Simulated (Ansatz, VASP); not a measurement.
Two plane-wave programs on TaTe2H

```xyz
4
Lattice="-2.5043 2.5043 3.3406 2.5043 -2.5043 3.3406 2.5043 2.5043 -3.3406" Properties=species:S:1:pos:R:3 pbc="T T T"
Ta    0.0000    0.0000    1.7454
Te    0.0000    2.5043    3.2724
Te    2.5043    0.0000    3.2724
H     0.0000    0.0000    3.4859
```

Alike in both runs: task relaxation of cell and atoms; functional PBE; k mesh 6 × 6 × 6; occupations gaussian, width 0.1 eV; no spin polarisation.

```csv
,VASP,Ansatz
version,VASP 6.6.1,Ansatz 0.2.0
potentials or method,"VASP PAW PBE potentials, release 64 (Ta_pv, Te, H), cutoff 600 eV","scalar-relativistic, plane waves, PAW"
valence electrons in the cell,24,46
```

```csv
,VASP,Ansatz,Ansatz less VASP
"gap on the k mesh at the Fermi level, each at its own relaxed structure (eV)",none,none,-
relaxed volume (Å³/atom),20.82,20.86,+0.044
relaxed cell length with the largest relative difference (Å),4.844,4.849,+0.0050
```

A gap of «none» marks a metal or a gap that the smearing closes. VASP's potentials hold 24 valence electrons a cell and Ansatz's 46, so a difference there can come from the potentials and not from the codes.

Neither program's run includes spin-orbit coupling.
